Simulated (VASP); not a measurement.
# MgS (P6_3mc) in VASP: notebook

Runs on MgS. Level: PBE. Tasks: single point.

Program: VASP 6.6.1. These are calculated values, not measurements. Logs are shortened: lines on timing, memory, paths and dates and some standing lists are left out, and cuts for length are marked.

## Step 1: The cell of the first run

The structure is hexagonal, space group P6_3mc (No. 186). The conventional cell has a = 3.982 Å, b = 3.982 Å, c = 6.251 Å, α = 90.00°, β = 90.00°, γ = 120.00°. Mg (site symmetry 3m) has 4 S at 2.34 to 2.69 Å within 3.1 Å. Within 3.1 Å of S (site symmetry 3m) lie 4 Mg at 2.34 to 2.69 Å.

## Step 2: Single point, PBE (strained)

File INCAR:

```
SYSTEM = MgS
PREC = Accurate
ENCUT = 520
EDIFF = 1E-6
ISMEAR = 0
SIGMA = 0.02
LREAL = .FALSE.
LASPH = .TRUE.
NELM = 60
ALGO = Normal
ISIF = 2
LWAVE = .FALSE.
LCHARG = .TRUE.
GGA = PE
LELF = .TRUE.
LVHAR = .TRUE.
NBANDS = 16
```

File KPOINTS:

```
Automatic mesh
0
G
  6 6 4
  0 0 0
```

File POSCAR:

```
MgS
1.0
    3.9816881608      0.0000000000      0.0000000000
   -1.9908440804      3.4482430973      0.0000000000
    0.0000000000      0.0000000000      6.2514180677
Mg S
2 2
Direct
    0.6666666700      0.3333333300      0.4724350211
    0.3333333300      0.6666666700      0.9724350211
    0.3333333300      0.6666666700      0.4025639789
    0.6666666700      0.3333333300      0.9025639789
```

Potentials or basis: VASP PAW PBE potentials, release 64 (Mg, S).

Command:

```
cat potpaw_PBE.64/Mg/POTCAR potpaw_PBE.64/S/POTCAR > POTCAR
mpirun -np 1 vasp_std > vasp.out
```

OUTCAR:

```text
SYSTEM = MgS
   PREC = Accurate
   ENCUT = 520
   EDIFF = 1E-6
   ISMEAR = 0
   LREAL = .FALSE.
   LASPH = .TRUE.
   NELM = 60
   ISIF = 2
   GGA = PE

 ion  position               nearest neighbor table
   1  0.667  0.333  0.472-   3 2.34   3 2.34   3 2.34   4 2.69
   2  0.333  0.667  0.972-   4 2.34   4 2.34   4 2.34   3 2.69
   3  0.333  0.667  0.403-   1 2.34   1 2.34   1 2.34   2 2.69
   4  0.667  0.333  0.903-   2 2.34   2 2.34   2 2.34   1 2.69

  LATTYP: Found a hexagonal cell.
 ALAT       =     3.9816881608
 C/A-ratio  =     1.5700421066

  Lattice vectors:

 A1 = (   3.9816881608,   0.0000000000,   0.0000000000)
 A2 = (  -1.9908440804,   3.4482430973,   0.0000000000)
 A3 = (   0.0000000000,   0.0000000000,   6.2514180677)

Analysis of symmetry for initial positions (statically):
=====================================================================
 Subroutine PRICEL returns:
 Original cell was already a primitive cell.

 Routine SETGRP: Setting up the symmetry group for a
 hexagonal supercell.

 Subroutine GETGRP returns: Found 12 space group operations
 (whereof  6 operations were pure point group operations)
 out of a pool of 24 trial point group operations.

The static configuration has the point symmetry C_3v.
 The point group associated with its full space group is C_6v.

Analysis of symmetry for dynamics (positions and initial velocities):
=====================================================================
 Subroutine PRICEL returns:
 Original cell was already a primitive cell.

 Routine SETGRP: Setting up the symmetry group for a
 hexagonal supercell.

 Subroutine GETGRP returns: Found 12 space group operations
 (whereof  6 operations were pure point group operations)
 out of a pool of 24 trial point group operations.

The dynamic configuration has the point symmetry C_3v.
 The point group associated with its full space group is C_6v.

 Subroutine INISYM returns: Found 12 space group operations
 (whereof  6 operations are pure point group operations),
 and found     1 'primitive' translations

----------------------------------------------------------------------------------------

                                     Primitive cell

  volume of cell :      85.8309

  direct lattice vectors                    reciprocal lattice vectors
     3.981688161  0.000000000  0.000000000     0.251149753  0.145001378  0.000000000
    -1.990844080  3.448243097  0.000000000     0.000000000  0.290002756  0.000000000
     0.000000000  0.000000000  6.251418068     0.000000000  0.000000000  0.159963706

  length of vectors
     3.981688161  3.981688161  6.251418068     0.290002756  0.290002756  0.159963706

  position of ions in fractional coordinates (direct lattice)
     0.666666670  0.333333330  0.472435021
     0.333333330  0.666666670  0.972435021
     0.333333330  0.666666670  0.402563979
     0.666666670  0.333333330  0.902563979

  ion indices of the primitive-cell ions
   primitive index   ion index
                 1           1
                 2           2
                 3           3
                 4           4

----------------------------------------------------------------------------------------

 KPOINTS: Automatic mesh

Automatic generation of k-mesh.
 Grid dimensions read from file:
 generate k-points for:    6    6    4

 Generating k-lattice:

  Cartesian coordinates                     Fractional coordinates (reciprocal lattice)
     0.041858292  0.024166896  0.000000000     0.166666667  0.000000000  0.000000000
     0.000000000  0.048333793  0.000000000     0.000000000  0.166666667  0.000000000
     0.000000000  0.000000000  0.039990926     0.000000000  0.000000000  0.250000000

  Length of vectors
     0.048333793  0.048333793  0.039990926

  Shift w.r.t. Gamma in fractional coordinates (k-lattice)
     0.000000000  0.000000000  0.000000000

 Subroutine IBZKPT returns following result:
 ===========================================

 Found     21 irreducible k-points:

 Following reciprocal coordinates:
            Coordinates               Weight
  0.000000  0.000000  0.000000      1.000000
  0.166667 -0.000000  0.000000      6.000000
  0.333333 -0.000000  0.000000      6.000000
  0.500000 -0.000000  0.000000      3.000000
  0.166667  0.166667  0.000000      6.000000
  0.333333  0.166667  0.000000     12.000000
[... 13 lines left out ...]
  0.333333  0.166667  0.500000     12.000000
  0.333333  0.333333  0.500000      2.000000
   k-points           NKPTS =     21   k-points in BZ     NKDIM =     21   number of bands    NBANDS=     16
   number of dos      NEDOS =    301   number of ions     NIONS =      4
   total plane-waves  NPLWV =  43200
   dimension x,y,z NGX =    30 NGY =   30 NGZ =   48
   dimension x,y,z NGXF=    60 NGYF=   60 NGZF=   96
   ions per type =               2   2
   NGX,Y,Z   is equivalent  to a cutoff of  12.53, 12.53, 12.76 a.u.
   NGXF,Y,Z  is equivalent  to a cutoff of  25.05, 25.05, 25.53 a.u.
 SYSTEM =  MgS
   PREC   = accura    normal or accurate (medium, high low for compatibility)
   ISTART =      0    job   : 0-new  1-cont  2-samecut
   ICHARG =      2    charge: 1-file 2-atom 10-const
   ISPIN  =      1    spin polarized calculation?
   LNONCOLLINEAR =      F non collinear calculations
   LSORBIT =      F    spin-orbit coupling
   LASPH  =      T    aspherical Exc in radial PAW
   ENCUT  =  520.0 eV  38.22 Ry    6.18 a.u.   7.40  7.40 11.62*2*pi/ulx,y,z
   NELM   =     60;   NELMIN=  2; NELMDL= -5     # of ELM steps
   EDIFF  = 0.1E-05   stopping-criterion for ELM
   LREAL  =      F    real-space projection
   EDIFFG = 0.1E-04   stopping-criterion for IOM
   NSW    =      0    number of steps for IOM
   IBRION =     -1    ionic relax: 0-MD 1-quasi-New 2-CG
   NFREE  =      0    steps in history (QN), initial steepest desc. (CG)
   ISIF   =      2    stress and relaxation
   ISYM   =      2    0-nonsym 1-usesym 2-fastsym
   POTIM  = 0.5000    time-step for ionic-motion
   TEBEG  =    0.0;   TEEND  =   0.0 temperature during run
   PSTRESS=    0.0 pullay stress
   NELECT =      16.0000    total number of electrons
   NUPDOWN=      -1.0000    fix difference up-down
   EMIN   =  10.00;   EMAX   =-10.00  energy-range for DOS
   EFERMI =   0.00;   METHOD = LEGACY
   ISMEAR =     0;   SIGMA  =   0.02  broadening in eV -4-tet -1-fermi 0-gaus
   EFERMI_NEDOS =   21; number of points for ismear=-14 and -15
   IALGO  =     38    algorithm
   IMIX   =      4    mixing-type and parameters
     AMIX     =   0.40;   BMIX     =  1.00
     AMIX_MAG =   1.60;   BMIX_MAG =  1.00
  volume/ion in A,a.u.               =      21.46       144.80
  Fermi-wavevector in a.u.,A,eV,Ry     =   0.935191  1.767255 11.899411  0.874582
  Thomas-Fermi vector in A             =   2.062073
   LORBIT       =      0    0 simple, 1 ext, 2 COOP (PROOUT), +10 PAW based schemes
   GGA     = PE    functional components
   LHFCALC =     F    Hartree Fock is set to
   AEXX    =    0.0000 exact exchange contribution
   IVDW    =     0    specifies the selected vdW correction
   LEPSILON=     F    determine dielectric tensor
   LRPA    =     F    only Hartree local field effects (RPA)
 non-spin polarized calculation
 Gauss-broadening in eV      SIGMA  =   0.02
  energy-cutoff  :      520.00
  volume of cell :       85.83
 maximum number of plane-waves:      2376
 NGX is ok and might be reduce to    30
   NGX = 15   NGY = 15   NGZ = 23

 number of electron      16.0000001 magnetization

 Free energy of the ion-electron system (eV)
  ---------------------------------------------------
  ext. energy  EPLUGINS =         0.00000000
  ---------------------------------------------------
  free energy    TOTEN  =       -16.62127016 eV

  energy without entropy =      -16.62127016  energy(sigma->0) =      -16.62127016

 E-fermi :   2.1248     XC(G=0):  -8.5981

 val. band max:        1.9992178691   @ k =   0.0000   0.0000   0.0000
 cond. band min:       5.2474060720   @ k =   0.0000   0.0000   0.0000
 fundamental gap:      3.2481882029
 Fermi energy:         2.1248000689

 k-point     1 :       0.0000    0.0000    0.0000
  band No.  band energies     occupation
      1     -10.0543      2.00000
      2      -9.2295      2.00000
      3      -1.6142      2.00000
      4       0.7467      2.00000
      5       0.7467      2.00000
      6       1.2098      2.00000
[... 8 lines left out ...]
     15      10.0509      0.00000
     16      11.0771      0.00000

 k-point     2 :       0.1667   -0.0000    0.0000
  band No.  band energies     occupation
      1      -9.9068      2.00000
      2      -9.1575      2.00000
      3      -1.3880      2.00000
      4      -0.0210      2.00000
      5       0.4353      2.00000
      6       0.5409      2.00000
[... 8 lines left out ...]
     15      10.3840      0.00000
     16      10.5996      0.00000

 k-point     3 :       0.3333   -0.0000    0.0000
  band No.  band energies     occupation
      1      -9.5527      2.00000
      2      -9.0375      2.00000
      3      -1.2315      2.00000
      4      -0.7683      2.00000
      5      -0.6351      2.00000
      6       0.2142      2.00000
[... 8 lines left out ...]
     15      10.3921      0.00000
     16      11.5786      0.00000

 k-point     4 :       0.5000   -0.0000    0.0000
  band No.  band energies     occupation
      1      -9.3048      2.00000
      2      -9.0276      2.00000
      3      -1.7233      2.00000
      4      -1.1156      2.00000
      5      -0.1978      2.00000
      6       0.0751      2.00000
[... 8 lines left out ...]
     15      10.7279      0.00000
     16      12.6976      0.00000
[... 267 lines left out ...]
 k-point    19 :       0.1667    0.1667    0.5000
  band No.  band energies     occupation
      1      -9.3716      2.00000
      2      -9.3716      2.00000
      3      -1.0372      2.00000
      4      -1.0372      2.00000
      5       0.3715      2.00000
      6       0.3715      2.00000
[... 8 lines left out ...]
     15      10.6915      0.00000
     16      10.6915      0.00000

 k-point    20 :       0.3333    0.1667    0.5000
  band No.  band energies     occupation
      1      -9.1645      2.00000
      2      -9.1645      2.00000
      3      -1.5694      2.00000
      4      -1.5694      2.00000
      5      -0.0814      2.00000
      6      -0.0814      2.00000
[... 8 lines left out ...]
     15      11.0492      0.00000
     16      11.0492      0.00000

 k-point    21 :       0.3333    0.3333    0.5000
  band No.  band energies     occupation
      1      -9.0930      2.00000
      2      -9.0930      2.00000
      3      -1.4395      2.00000
      4      -1.4395      2.00000
      5      -0.6911      2.00000
      6      -0.6911      2.00000
[... 8 lines left out ...]
     15      10.7368      0.00000
     16      10.7368      0.00000

------------------------ aborting loop because EDIFF is reached ----------------------------------------

  FORCE on cell =-STRESS in cart. coord.  units (eV):
  Direction    XX          YY          ZZ          XY          YZ          ZX
  --------------------------------------------------------------------------------------
  -------------------------------------------------------------------------------------
  Total        4.6893255      4.6893255     -0.8228948      0.0000000      0.0000000      0.0000000
  in kB       87.5341059     87.5341059    -15.3607083      0.0000000      0.0000000      0.0000000
  external PRESSURE =      53.2358345 kB  Pullay stress =       0.0000000 kB

 VOLUME and BASIS-vectors are now :
 -----------------------------------------------------------------------------
  energy-cutoff  :      520.00
  volume of cell :       85.83
      direct lattice vectors                 reciprocal lattice vectors
     3.981688161  0.000000000  0.000000000     0.251149753  0.145001378  0.000000000
    -1.990844080  3.448243097  0.000000000     0.000000000  0.290002756  0.000000000
     0.000000000  0.000000000  6.251418068     0.000000000  0.000000000  0.159963706

 POSITION                                       TOTAL-FORCE (eV/Angst)
 -----------------------------------------------------------------------------------
      1.99084      1.14941      2.95339         0.000000     -0.000000      0.745318
     -0.00000      2.29883      6.07910        -0.000000      0.000000      0.745318
     -0.00000      2.29883      2.51660         0.000000     -0.000000     -0.745318
      1.99084      1.14941      5.64230        -0.000000     -0.000000     -0.745318
 -----------------------------------------------------------------------------------
    total drift:                               -0.000009      0.000005     -0.000137

  FREE ENERGIE OF THE ION-ELECTRON SYSTEM (eV)
  ---------------------------------------------------
  free  energy   TOTEN  =       -16.6212701568 eV

  energy  without entropy=      -16.6212701568  energy(sigma->0) =      -16.62127016
```

It took 17 s on 1 thread of Intel Xeon Platinum 8488C (Sapphire Rapids), shared host; peak memory 0.19 GiB.

Results:

```yaml
Free_energy: -16.6213 eV
Pressure: 5.3 GPa
Largest_force: 0.745 eV/Å
Band_gap_on_the_k_mesh: 3.25 eV, direct
```

Forces on the atoms (eV/Å):
```
Mg   0.000  0.000  0.745
Mg   0.000  0.000  0.745
S    0.000  0.000 -0.745
S    0.000  0.000 -0.745
```

Stress tensor (GPa, compression positive):
```
 8.75  0.00  0.00
 0.00  8.75  0.00
 0.00  0.00 -1.54
```

Caveat: the cell differs from its parent crystal (strained).

## Step 3: Single point, PBE (strained)

File INCAR:

```
SYSTEM = MgS
PREC = Accurate
ENCUT = 520
EDIFF = 1E-7
ISMEAR = 0
SIGMA = 0.02
LREAL = .FALSE.
LASPH = .TRUE.
NELM = 60
ALGO = Normal
ISIF = 2
LWAVE = .FALSE.
LCHARG = .FALSE.
GGA = PE
NBANDS = 16
```

File KPOINTS:

```
regular mesh
0
G
  6 6 4
  0 0 0
```

File POSCAR:

```
MgS
1.0
    4.1020409472      0.0000000000      0.0000000000
   -2.0510204736      3.5524716677      0.0000000000
    0.0000000000      0.0000000000      6.1538401649
Mg S
2 2
Direct
    0.6666666700      0.3333333300      0.4724350211
    0.3333333300      0.6666666700      0.9724350211
    0.3333333300      0.6666666700      0.4025639789
    0.6666666700      0.3333333300      0.9025639789
```

Potentials or basis: VASP PAW PBE potentials, release 64 (Mg, S).

Command:

```
cat potpaw_PBE.64/Mg/POTCAR potpaw_PBE.64/S/POTCAR > POTCAR
mpirun -np 1 vasp_std > vasp.out
```

It took 16 s on 1 thread of Intel Xeon Platinum 8488C (Sapphire Rapids), shared host; peak memory 0.21 GiB.

It converged, with:

- Free energy: -16.8173 eV
- Pressure: 1.1 GPa
- Largest force: 0.504 eV/Å
- Band gap on the k mesh: 2.95 eV, direct

Forces in eV/Å, atoms in the order of the input:
```
Mg   0.000  0.000  0.504
Mg   0.000  0.000  0.504
S    0.000  0.000 -0.504
S    0.000  0.000 -0.504
```

Stress tensor (GPa, compression positive):
```
 2.63  0.00  0.00
 0.00  2.63  0.00
 0.00  0.00 -1.99
```

Levels at points of the mesh, in eV from the valence-band top:
```
           k point  band 5  band 6  band 7  band 8  band 9  band 10  band 11  band 12
(0.00, 0.00, 0.00)   -1.36   -0.82   -0.82    0.00    2.95     3.85     6.67     6.67
(0.50, 0.00, 0.00)   -2.21   -1.99   -1.18   -1.06    3.99     4.84     5.54     7.06
(0.00, 0.00, 0.50)   -1.10   -1.10   -1.10   -1.10    4.40     4.40     6.81     6.81
(0.50, 0.00, 0.50)   -1.57   -1.57   -1.00   -1.00    4.26     4.26     5.76     5.76
```

Caveat: the cell differs from its parent crystal (strained).

## Step 4: Single point, PBE (strained)

File INCAR:

```
SYSTEM = MgS
PREC     = Accurate       ! precision mode
ENCUT    = 520            ! plane-wave cutoff, eV
EDIFF    = 1E-6           ! SCF threshold, eV
ISMEAR   = 0              ! smearing method
SIGMA    = 0.02           ! smearing width, eV
LREAL    = .False.        ! projectors in reciprocal space
LASPH    = .True.         ! aspherical terms in the spheres
NELM     = 100            ! most SCF steps
ALGO     = Normal         ! electronic algorithm
ISIF     = 2              ! what is computed and relaxed
LWAVE    = .False.        ! write WAVECAR
LCHARG   = .True.         ! write CHGCAR
GGA      = PE             ! functional
LELF     = .True.         ! ELF
LVHAR    = .True.       
NBANDS   = 16             ! bands
```

File KPOINTS:

```
Automatic mesh
0
Gamma
  6 6 4
  0 0 0
```

File POSCAR:

```
MgS
1.0
    4.0882425386      0.0000000000      0.0000000000
   -2.0441212693      3.5405218953      0.0000000000
    0.0000000000      0.0000000000      7.0966858459
Mg S
2 2
Direct
    0.6666666700      0.3333333300      0.5190746789
    0.3333333300      0.6666666700      1.0190746789
    0.3333333300      0.6666666700      0.3559243211
    0.6666666700      0.3333333300      0.8559243211
```

Command:

```
cat potpaw_PBE.64/Mg/POTCAR potpaw_PBE.64/S/POTCAR > POTCAR
mpirun -np 1 vasp_std > vasp.out
```

It took 21 s on 1 thread of Intel Xeon Platinum 8488C (Sapphire Rapids), shared host; peak memory 0.21 GiB.

The run converged. Its results:

```yaml
Free_energy: -16.5154 eV
Pressure: -4.6 GPa
Largest_force: 1.104 eV/Å
Band_gap_on_the_k_mesh: 2.51 eV, direct
```

Forces in eV/Å, atoms in the order of the input:
```
Mg   0.000  0.000 -1.104
Mg   0.000  0.000 -1.104
S    0.000  0.000  1.104
S    0.000  0.000  1.104
```

Stress tensor (GPa, compression positive):
```
-4.51  0.00  0.00
 0.00 -4.51  0.00
 0.00  0.00 -4.68
```

Levels at points of the mesh, in eV from the valence-band top:
```csv
k point,band 5,band 6,band 7,band 8,band 9,band 10,band 11,band 12
"(0.00, 0.00, 0.00)",-0.27,-0.27,0.00,0.00,2.51,4.64,7.22,7.48
"(0.50, 0.00, 0.00)",-2.06,-1.30,-0.89,-0.36,4.49,4.81,4.99,6.95
"(0.00, 0.00, 0.50)",-0.14,-0.14,-0.14,-0.14,4.23,4.23,6.63,6.63
"(0.50, 0.00, 0.50)",-1.21,-1.21,-0.64,-0.64,4.03,4.03,5.97,5.97
```

Caveat: the cell differs from its parent crystal (strained); forces of over 1 eV/Å act on the atoms, so gaps and moduli don't describe the material at rest.

## Step 5: Summary

| cell | gap on the mesh (eV) | pressure (GPa) | largest force (eV/Å) |
| --- | --- | --- | --- |
| a = 3.982, b = 3.982, c = 6.251 Å, angles 90.0, 90.0, 120.0°, 4 atoms | 3.25 | 5.3 | 0.75 |
| a = 4.102, b = 4.102, c = 6.154 Å, angles 90.0, 90.0, 120.0°, 4 atoms | 2.95 | 1.1 | 0.50 |
| a = 4.088, b = 4.088, c = 7.097 Å, angles 90.0, 90.0, 120.0°, 4 atoms | 2.51 | -4.6 | 1.10 |

Alike in all rows: task single point; level PBE; potentials or basis VASP PAW PBE potentials, release 64 (Mg, S); no spin polarisation; k mesh 6 × 6 × 4; cutoff (eV) 520; smearing gaussian 0.02 eV.

Caveats: forces of over 1 eV/Å act on the atoms, so gaps and moduli don't describe the material at rest (some runs).

Total energies depend on the potentials used, so only differences within one code and one set of settings carry meaning.
